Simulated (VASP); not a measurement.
A run of VASP 6.6.1:

The input INCAR:

```
SYSTEM = AlN
ALGO = Normal
EDIFF = 1E-6
ENCUT = 520
GGA = PE
ISIF = 2
ISMEAR = 0
LASPH = .TRUE.
LCHARG = .FALSE.
LREAL = .FALSE.
LWAVE = .FALSE.
NBANDS = 16
NELM = 60
PREC = Accurate
SIGMA = 0.05
```

KPOINTS

```
k-points
0
G
  8 8 5
  0 0 0
```

POSCAR

```
AlN
1.0
    3.1109999993      0.0000000000      0.0000000000
   -1.5554999997      2.6942050306      0.0000000000
    0.0000000000      0.0000000000      4.9810000000
Al N
2 2
Direct
    0.3333333333      0.6666666667      0.0000541313
    0.6666666667      0.3333333333      0.5000541313
    0.3333333333      0.6666666667      0.3819458687
    0.6666666667      0.3333333333      0.8819458687
```

Potentials or basis: VASP PAW PBE potentials, release 64 (Al, N).

Run with:

```console
$ cat potpaw_PBE.64/Al/POTCAR potpaw_PBE.64/N/POTCAR > POTCAR
$ mpirun -np 1 vasp_std > vasp.out
```

Hardware: 1 thread of AMD EPYC 7R13, on a shared host.

**Question.** How long does it take, and how much memory?

**Answer.** Run time: 24 s on 1 thread of AMD EPYC 7R13, with other jobs on the host, peak memory 0.13 GiB. Counts: scf iterations 13, k points 30.
